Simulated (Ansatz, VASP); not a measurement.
## Two plane-wave programs on SnSe2

File INCAR:

```
SYSTEM = SnSe2
PREC = Accurate
ENCUT = 520
EDIFF = 1E-6
ISMEAR = -1
SIGMA = 0.05
LREAL = .FALSE.
LASPH = .TRUE.
NELM = 80
ALGO = Normal
ISIF = 2
LWAVE = .FALSE.
LCHARG = .TRUE.
GGA = PE
LELF = .TRUE.
LVHAR = .TRUE.
NBANDS = 20
```

The input KPOINTS:

```
regular mesh
0
G
  7 7 4
  0 0 0
```

Contents of POSCAR:

```
SnSe2
1.0
    3.8110000000      0.0000000000      0.0000000000
   -1.9055000000      3.3004228138      0.0000000000
    0.0000000000      0.0000000000      6.1360000000
Sn Se
1 2
Direct
    0.0000000000      0.0000000000      0.0000000000
    0.6666666667      0.3333333333      0.7510000000
    0.3333333333      0.6666666667      0.2490000000
```

The input input.yaml:

```yaml
crystal:
  lattice:
    - [3.811, 0.0, 0.0]
    - [-1.9055, 3.3004228138, 0.0]
    - [0.0, 0.0, 6.136]
  atoms:
    - { symbol: Sn, position: [0.0, 0.0, 0.0] }
    - { symbol: Se, position: [0.6666666667, 0.3333333333, 0.751] }
    - { symbol: Se, position: [0.3333333333, 0.6666666667, 0.249] }
hamiltonian:
  xc: pbe
  pseudopotentials: { kind: paw }
kpoints:
  mp_grid: { grid: [7, 7, 4] }
  band_path:
    path:
      - [[0.0, 0.0, 0.0], [0.5, 0.0, 0.0], [0.3333333333, 0.3333333333, 0.0], [0.0, 0.0, 0.0], [0.0, 0.0, 0.5], [0.5, 0.0, 0.5], [0.3333333333, 0.3333333333, 0.5], [0.0, 0.0, 0.5]]
      - [[0.5, 0.0, 0.5], [0.5, 0.0, 0.0]]
      - [[0.3333333333, 0.3333333333, 0.0], [0.3333333333, 0.3333333333, 0.5]]
    npoints: 14
scf:
  occupations: { method: fermi_dirac, width: 0.05 }
  n_extra_bands: 7
output:
  forces: true
  stress: true
  eigenvalues: true
  fatbands: false
  write_density: true
  write_potential: true
  elf: true
  volumetric_format: npy
```

Alike in both runs: functional PBE; k mesh 7 × 7 × 4; occupations fermi-dirac, width 0.05 eV; no spin polarisation.

|  | VASP | Ansatz |
| --- | --- | --- |
| version | VASP 6.6.1 | Ansatz 0.2.0 |
| potentials or method | VASP PAW PBE potentials, release 64 (Sn_d, Se) | Ansatz PAW |
| plane-wave cutoff (eV) | 520 | 420 |
| valence electrons in the cell | 26 | 46 |
| task | single point | band structure |

Ansatz gave:

* gap on the k mesh at the Fermi level (eV): 0.81
* least direct gap on the mesh (eV): 1.10
* pressure (GPa): 5.5
* traceless stress, the component that is largest in VASP (GPa): 0.98
* rms of the force components (eV/Å): 0.370

Q: What did VASP give for the same quantities?

A: gap on the k mesh at the Fermi level (eV): 0.81; least direct gap on the mesh (eV): 1.09; pressure (GPa): 5.6; traceless stress, the component that is largest in VASP (GPa): 0.98; rms of the force components (eV/Å): 0.378.

Atom by atom the forces differ by 0.008 eV/Å (rms over components). VASP's potentials hold 26 valence electrons a cell and Ansatz's 46, so a difference there can come from the potentials and not from the codes.

Noted on Ansatz's run: the k mesh misses the band edges, so the gap on the mesh is wider than the one along the path.
